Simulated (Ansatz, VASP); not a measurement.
## CdS: VASP beside Ansatz

```
CELL_PARAMETERS angstrom
4.12386 0.00000 0.00000
-2.06193 3.57137 0.00000
0.00000 0.00000 6.70969
ATOMIC_POSITIONS crystal
Cd 0.33333 0.66667 0.99922
Cd 0.66667 0.33333 0.49922
S 0.33333 0.66667 0.37578
S 0.66667 0.33333 0.87578
```

Alike in both runs: functional PBEsol; k mesh 10 × 10 × 6; occupations fermi-dirac, width 0.08 eV; no spin polarisation.

Ansatz relaxed the structure, and its values are those at the end. VASP's run is a single point on that final structure, the one shown.

|  | VASP | Ansatz |
| --- | --- | --- |
| version | VASP 6.6.1 | Ansatz 0.2.0 |
| potentials or method | VASP PAW PBE potentials, release 64 (Cd, S) | PAW with Ansatz's default frozen-core files, scalar-relativistic |
| plane-wave cutoff (eV) | 520 | 420 |
| valence electrons in the cell | 36 | 52 |

|  | VASP | Ansatz | Ansatz less VASP |
| --- | --- | --- | --- |
| pressure (GPa) | 0.4 | 0.0 | -0.40 |

VASP's potentials were made for PBE, not for PBEsol. The functional is the same, so the differences come from potentials, cutoffs and numerics. VASP's potentials hold 36 valence electrons a cell and Ansatz's 52, so a difference there can come from the potentials and not from the codes.
